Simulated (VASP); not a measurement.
# HfN in VASP: a series of runs

HfN is run at these levels: PBE; tasks: single point.

All numbers are computed with VASP 6.6.1; they aren't measurements. Logs are shortened: lines on timing, memory, paths and dates and some standing lists are left out, and cuts for length are marked.

### Step 1. The cell of the first run

The structure is tetragonal, space group I4mm (No. 107). The conventional cell has a = 3.216 Å, b = 3.216 Å, c = 4.866 Å, α = 90.00°, β = 90.00°, γ = 90.00°. Within 3.0 Å of Hf (site symmetry 4mm) lie 6 N at 2.27 to 2.46 Å. N (site symmetry 4mm) has 6 Hf at 2.27 to 2.46 Å within 3.0 Å.

### Step 2. Single point, PBE (mode 5 frozen in at -0.019 Å, normal strain along y +0.0700)

Input file INCAR:

```
PREC = Accurate
ENCUT = 520
EDIFF = 1E-6
ISMEAR = 0
SIGMA = 0.15
LREAL = False
LASPH = True
NELM = 100
ALGO = Normal
ISIF = 2
LWAVE = False
LCHARG = False
GGA = PE
NBANDS = 14
```

Input file KPOINTS:

```
regular mesh
0
Gamma
  16 16 16
```

Input file POSCAR:

```
HfN
1.0
    0.0000000000      2.4329810243      2.2738140414
    2.2738140414      0.0000000000      2.2738140414
    2.2738140414      2.4329810243      0.0000000000
Hf N
1 1
Direct
    0.0003347749     -0.0003347749      0.0003347749
    0.4957340399      0.5042659601      0.4957340399
```

Potentials or basis: VASP PAW PBE potentials, release 64 (Hf_pv, N).

On the command line:

```sh
> cat potpaw_PBE.64/Hf_pv/POTCAR potpaw_PBE.64/N/POTCAR > POTCAR
> mpirun -np 1 vasp_std > vasp.out
```

OUTCAR:

```text
PREC = Accurate
   ENCUT = 520
   EDIFF = 1E-6
   ISMEAR = 0
   LREAL = False
   LASPH = True
   NELM = 100
   ISIF = 2
   GGA = PE

 ion  position               nearest neighbor table
   1  0.000  1.000  0.000-   2 2.27   2 2.27   2 2.27   2 2.27   2 2.41   2 2.46
   2  0.496  0.504  0.496-   1 2.27   1 2.27   1 2.27   1 2.27   1 2.41   1 2.46

  LATTYP: Found a body centered tetragonal cell.
 ALAT       =     3.2156586557
 C/A-ratio  =     1.5132085117

  Lattice vectors:

 A1 = (   0.0000000000,  -2.4329810243,   2.2738140414)
 A2 = (   0.0000000000,  -2.4329810243,  -2.2738140414)
 A3 = (   2.2738140414,   2.4329810243,   0.0000000000)

Analysis of symmetry for initial positions (statically):
=====================================================================
 Subroutine PRICEL returns:
 Original cell was already a primitive cell.

 Routine SETGRP: Setting up the symmetry group for a
 body centered tetragonal supercell.

 Subroutine GETGRP returns: Found  8 space group operations
 (whereof  8 operations were pure point group operations)
 out of a pool of 16 trial point group operations.

The static configuration has the point symmetry C_4v.

Analysis of symmetry for dynamics (positions and initial velocities):
=====================================================================
 Subroutine PRICEL returns:
 Original cell was already a primitive cell.

 Routine SETGRP: Setting up the symmetry group for a
 body centered tetragonal supercell.

 Subroutine GETGRP returns: Found  8 space group operations
 (whereof  8 operations were pure point group operations)
 out of a pool of 16 trial point group operations.

The dynamic configuration has the point symmetry C_4v.

 Subroutine INISYM returns: Found  8 space group operations
 (whereof  8 operations are pure point group operations),
 and found     1 'primitive' translations

----------------------------------------------------------------------------------------

                                     Primitive cell

  volume of cell :      25.1581

  direct lattice vectors                    reciprocal lattice vectors
     0.000000000  2.432981024  2.273814041    -0.219894851  0.205509207  0.219894851
     2.273814041  0.000000000  2.273814041     0.219894851 -0.205509207  0.219894851
     2.273814041  2.432981024  0.000000000     0.219894851  0.205509207 -0.219894851

  length of vectors
     3.330109151  3.215658656  3.330109151     0.372748608  0.372748608  0.372748608

  position of ions in fractional coordinates (direct lattice)
     0.000334775  0.999665225  0.000334775
     0.495734040  0.504265960  0.495734040

  ion indices of the primitive-cell ions
   primitive index   ion index
                 1           1
                 2           2

----------------------------------------------------------------------------------------

 KPOINTS: regular mesh

Automatic generation of k-mesh.
 Grid dimensions read from file:
 generate k-points for:   16   16   16

 Generating k-lattice:

  Cartesian coordinates                     Fractional coordinates (reciprocal lattice)
    -0.013743428  0.012844325  0.013743428     0.062500000  0.000000000  0.000000000
     0.013743428 -0.012844325  0.013743428     0.000000000  0.062500000  0.000000000
     0.013743428  0.012844325 -0.013743428     0.000000000  0.000000000  0.062500000

  Length of vectors
     0.023296788  0.023296788  0.023296788

  Shift w.r.t. Gamma in fractional coordinates (k-lattice)
     0.000000000  0.000000000  0.000000000

 Subroutine IBZKPT returns following result:
 ===========================================

 Found    349 irreducible k-points:

 Following reciprocal coordinates:
            Coordinates               Weight
  0.000000  0.000000  0.000000      1.000000
  0.062500  0.000000  0.000000      8.000000
  0.125000  0.000000  0.000000      8.000000
  0.187500  0.000000  0.000000      8.000000
  0.250000  0.000000  0.000000      8.000000
  0.312500  0.000000 -0.000000      8.000000
[... 16 lines left out ...]
 -0.125000  0.062500  0.000000     16.000000
 -0.062500  0.062500 -0.000000      8.000000
 [... further k-points ...]
   k-points           NKPTS =    349   k-points in BZ     NKDIM =    349   number of bands    NBANDS=     14
   number of dos      NEDOS =    301   number of ions     NIONS =      2
   total plane-waves  NPLWV =  18816
   dimension x,y,z NGX =    28 NGY =   24 NGZ =   28
   dimension x,y,z NGXF=    56 NGYF=   48 NGZF=   56
   ions per type =               1   1
   NGX,Y,Z   is equivalent  to a cutoff of  13.98, 12.41, 13.98 a.u.
   NGXF,Y,Z  is equivalent  to a cutoff of  27.96, 24.82, 27.96 a.u.
 SYSTEM =  unknown system
   PREC   = accura    normal or accurate (medium, high low for compatibility)
   ISTART =      0    job   : 0-new  1-cont  2-samecut
   ICHARG =      2    charge: 1-file 2-atom 10-const
   ISPIN  =      1    spin polarized calculation?
   LNONCOLLINEAR =      F non collinear calculations
   LSORBIT =      F    spin-orbit coupling
   LASPH  =      T    aspherical Exc in radial PAW
   ENCUT  =  520.0 eV  38.22 Ry    6.18 a.u.   6.19  5.98  6.19*2*pi/ulx,y,z
   NELM   =    100;   NELMIN=  2; NELMDL= -5     # of ELM steps
   EDIFF  = 0.1E-05   stopping-criterion for ELM
   LREAL  =      F    real-space projection
   EDIFFG = 0.1E-04   stopping-criterion for IOM
   NSW    =      0    number of steps for IOM
   IBRION =     -1    ionic relax: 0-MD 1-quasi-New 2-CG
   NFREE  =      0    steps in history (QN), initial steepest desc. (CG)
   ISIF   =      2    stress and relaxation
   ISYM   =      2    0-nonsym 1-usesym 2-fastsym
   POTIM  = 0.5000    time-step for ionic-motion
   TEBEG  =    0.0;   TEEND  =   0.0 temperature during run
   PSTRESS=    0.0 pullay stress
   NELECT =      15.0000    total number of electrons
   NUPDOWN=      -1.0000    fix difference up-down
   EMIN   =  10.00;   EMAX   =-10.00  energy-range for DOS
   EFERMI =   0.00;   METHOD = LEGACY
   ISMEAR =     0;   SIGMA  =   0.15  broadening in eV -4-tet -1-fermi 0-gaus
   EFERMI_NEDOS =   21; number of points for ismear=-14 and -15
   IALGO  =     38    algorithm
   IMIX   =      4    mixing-type and parameters
     AMIX     =   0.40;   BMIX     =  1.00
     AMIX_MAG =   1.60;   BMIX_MAG =  1.00
  volume/ion in A,a.u.               =      12.58        84.89
  Fermi-wavevector in a.u.,A,eV,Ry     =   1.377883  2.603822 25.831503  1.898562
  Thomas-Fermi vector in A             =   2.502996
   LORBIT       =      0    0 simple, 1 ext, 2 COOP (PROOUT), +10 PAW based schemes
   GGA     = PE    functional components
   LHFCALC =     F    Hartree Fock is set to
   AEXX    =    0.0000 exact exchange contribution
   IVDW    =     0    specifies the selected vdW correction
   LEPSILON=     F    determine dielectric tensor
   LRPA    =     F    only Hartree local field effects (RPA)
 non-spin polarized calculation
 Gauss-broadening in eV      SIGMA  =   0.15
  energy-cutoff  :      520.00
  volume of cell :       25.16
 maximum number of plane-waves:       690
 NGX is ok and might be reduce to    28
   NGX = 13   NGY = 11   NGZ = 13

 number of electron      15.0000000 magnetization

 Free energy of the ion-electron system (eV)
  ---------------------------------------------------
  ext. energy  EPLUGINS =         0.00000000
  ---------------------------------------------------
  free energy    TOTEN  =       -21.58238749 eV

  energy without entropy =      -21.57410639  energy(sigma->0) =      -21.57824694

 E-fermi :   7.6451     XC(G=0): -12.2714

 val. band max:        7.6363589619   @ k =   0.3750  -0.3750   0.1250
 cond. band min:       7.6476119729   @ k =   0.4375  -0.1875   0.2500
 fundamental gap:      0.0112530109
 Fermi energy:         7.6451227724

 k-point     1 :       0.0000    0.0000    0.0000
  band No.  band energies     occupation
      1     -23.9229      2.00000
      2     -23.8133      2.00000
      3     -23.8133      2.00000
      4      -9.3864      2.00000
      5       4.5608      2.00000
      6       4.7733      2.00000
      7       4.7733      2.00000
      8       6.8808      2.00000
      9       7.5838      1.43652
     10       7.5838      1.43652
     11       7.7286      0.43143
     12       9.8420      0.00000
     13       9.9329      0.00000
     14      17.0238      0.00000

 k-point     2 :       0.0625    0.0000    0.0000
  band No.  band energies     occupation
      1     -23.9338      2.00000
      2     -23.8349      2.00000
      3     -23.8145      2.00000
      4      -9.3107      2.00000
      5       4.2355      2.00000
      6       4.4816      2.00000
      7       4.5687      2.00000
      8       7.0404      2.00000
      9       7.6352      1.07427
     10       7.6842      0.71282
     11       8.0617      0.00009
     12      10.1252      0.00000
     13      10.1944      0.00000
     14      17.2992      0.00000

 k-point     3 :       0.1250    0.0000    0.0000
  band No.  band energies     occupation
      1     -23.9802      2.00000
      2     -23.8797      2.00000
      3     -23.8178      2.00000
      4      -9.0924      2.00000
      5       3.4059      2.00000
      6       3.9473      2.00000
      7       4.0798      2.00000
      8       7.3801      1.98755
      9       7.7797      0.20445
     10       7.9604      0.00295
     11       8.8440      0.00000
     12      10.8645      0.00000
     13      10.8741      0.00000
     14      18.0577      0.00000

 k-point     4 :       0.1875    0.0000    0.0000
  band No.  band energies     occupation
      1     -24.0807      2.00000
      2     -23.9131      2.00000
      3     -23.8228      2.00000
      4      -8.7566      2.00000
      5       2.4236      2.00000
      6       3.3723      2.00000
      7       3.5006      2.00000
      8       7.7201      0.47962
      9       8.1669      0.00000
     10       8.3815      0.00000
     11       9.7774      0.00000
     12      11.7664      0.00000
     13      11.8649      0.00000
     14      19.0669      0.00000

 k-point     5 :       0.2500    0.0000    0.0000
  band No.  band energies     occupation
      1     -24.2100      2.00000
      2     -23.9378      2.00000
      3     -23.8286      2.00000
      4      -8.3421      2.00000
      5       1.4553      2.00000
      6       2.8418      2.00000
      7       2.9492      2.00000
      8       8.0858      0.00003
      9       8.7998      0.00000
     10       8.9195      0.00000
     11      10.7222      0.00000
[... 276 lines left out ...]
 k-point    22 :      -0.1875    0.0625    0.0000
  band No.  band energies     occupation
      1     -24.1264      2.00000
      2     -23.9121      2.00000
      3     -23.8462      2.00000
      4      -8.6129      2.00000
      5       1.9800      2.00000
      6       3.0512      2.00000
      7       3.5189      2.00000
      8       7.7570      0.29162
      9       8.1334      0.00000
     10       9.0507      0.00000
     11      10.5211      0.00000
     12      11.2691      0.00000
     13      12.7085      0.00000
     14      19.4766      0.00000

 k-point    23 :      -0.1250    0.0625    0.0000
  band No.  band energies     occupation
      1     -24.0234      2.00000
      2     -23.8769      2.00000
      3     -23.8403      2.00000
      4      -8.9585      2.00000
      5       2.8616      2.00000
      6       3.5912      2.00000
      7       4.0519      2.00000
      8       7.4465      1.93892
      9       7.7664      0.25294
     10       8.4764      0.00000
     11       9.6048      0.00000
     12      10.4564      0.00000
     13      11.7080      0.00000
     14      18.5564      0.00000

 k-point    24 :      -0.0625    0.0625   -0.0000
  band No.  band energies     occupation
      1     -23.9607      2.00000
      2     -23.8410      2.00000
      3     -23.8322      2.00000
      4      -9.2007      2.00000
      5       3.6679      2.00000
      6       4.1312      2.00000
      7       4.4602      2.00000
      8       7.1431      2.00000
      9       7.6361      1.06744
     10       8.0131      0.00052
     11       8.7342      0.00000
     12      10.0346      0.00000
     13      10.8071      0.00000
     14      17.7129      0.00000

 [... further k-points ...]
[... 5 lines left out ...]
  --------------------------------------------------------------------------------------
  -------------------------------------------------------------------------------------
  Total       -1.3818784     -4.3794066     -1.3818784      0.0000000     -0.0000000      0.0000000
  in kB      -88.0038742   -278.8991867    -88.0038742      0.0000000     -0.0000000      0.0000000
  external PRESSURE =    -151.6356451 kB  Pullay stress =       0.0000000 kB

 VOLUME and BASIS-vectors are now :
 -----------------------------------------------------------------------------
  energy-cutoff  :      520.00
  volume of cell :       25.16
      direct lattice vectors                 reciprocal lattice vectors
     0.000000000  2.432981024  2.273814041    -0.219894851  0.205509207  0.219894851
     2.273814041  0.000000000  2.273814041     0.219894851 -0.205509207  0.219894851
     2.273814041  2.432981024  0.000000000     0.219894851  0.205509207 -0.219894851

 POSITION                                       TOTAL-FORCE (eV/Angst)
 -----------------------------------------------------------------------------------
      2.27381      0.00163      2.27381         0.000000     -0.092828      0.000000
      2.27381      2.41222      2.27381         0.000000      0.092828      0.000000
 -----------------------------------------------------------------------------------
    total drift:                               -0.000006     -0.000058     -0.000006

  FREE ENERGIE OF THE ION-ELECTRON SYSTEM (eV)
  ---------------------------------------------------
  free  energy   TOTEN  =       -21.5823874855 eV

  energy  without entropy=      -21.5741063911  energy(sigma->0) =      -21.57824694
```

Wall time 82 s (1 thread of Intel Xeon 6975P-C, shared host); peak memory 0.25 GiB.

Results:

```
Free energy   : -21.5824 eV
Pressure      : -15.2 GPa
Largest force : 0.093 eV/Å
```

Forces in eV/Å, atoms in the order of the input:
```
Hf   0.000 -0.093  0.000
N    0.000  0.093  0.000
```

Caveat: the cell differs from its parent crystal (mode 5 frozen in at -0.019 Å, normal strain along y +0.0700); spin-orbit coupling is left out, which moves the levels of the heavy elements.

### Step 3. Single point, PBE (mode 5 frozen in at -0.058 Å, normal strain along y +0.0700)

Input file INCAR:

```
  PREC = Accurate
  ENCUT = 520
  EDIFF = 1E-7
  ISMEAR = 0
  SIGMA = 0.15
  LREAL = F
  LASPH = T
  NELM = 100
  ALGO = Normal
  ISIF = 2
  LWAVE = F
  LCHARG = T
  GGA = PE
  LELF = T
  LVHAR = T
  NBANDS = 14
```

KPOINTS is that of step 2.

Input file POSCAR:

```
HfN
1.0
    0.0000000000      2.4329810243      2.2738140414
    2.2738140414      0.0000000000      2.2738140414
    2.2738140414      2.4329810243      0.0000000000
Hf N
1 1
Direct
    0.0010043247     -0.0010043247      0.0010043247
    0.4872021197      0.5127978803      0.4872021197
```

Potentials or basis: VASP PAW PBE potentials, release 64 (Hf_pv, N).

On the command line:

```sh
> cat potpaw_PBE.64/Hf_pv/POTCAR potpaw_PBE.64/N/POTCAR > POTCAR
> mpirun -np 1 vasp_std > vasp.out
```

Run time: 98 s. Hardware: 1 thread of Intel Xeon 6975P-C, shared host; peak memory 0.26 GiB.

Results (log left out):

| Property | Result |
| --- | --- |
| Free energy | -21.5741 eV |
| Pressure | -14.9 GPa |
| Largest force | 0.277 eV/Å |

Forces on the atoms (eV/Å):
```
Hf   0.000 -0.277  0.000
N    0.000  0.277  0.000
```

Stress tensor (GPa, compression positive):
```
 -8.86   0.00   0.00
  0.00 -27.07   0.00
  0.00   0.00  -8.86
```

Levels at points of the mesh, in eV from the Fermi level:
```csv
k point,band 6,band 7,band 8,band 9,band 10,band 11
"(0.00, 0.00, 0.00)",-2.91,-2.91,-0.76,0.00,0.00,0.13
"(0.50, 0.00, 0.00)",-5.83,-5.79,2.88,3.12,3.45,3.97
"(0.50, 0.50, 0.00)",-4.00,-3.82,-3.11,3.19,4.37,5.09
"(0.50, 0.00, 0.50)",-3.46,-3.46,-3.35,3.66,4.62,4.80
```

Caveat: the cell differs from its parent crystal (mode 5 frozen in at -0.058 Å, normal strain along y +0.0700); spin-orbit coupling is left out, which moves the levels of the heavy elements.

(Part 1 of 2 ends here.)
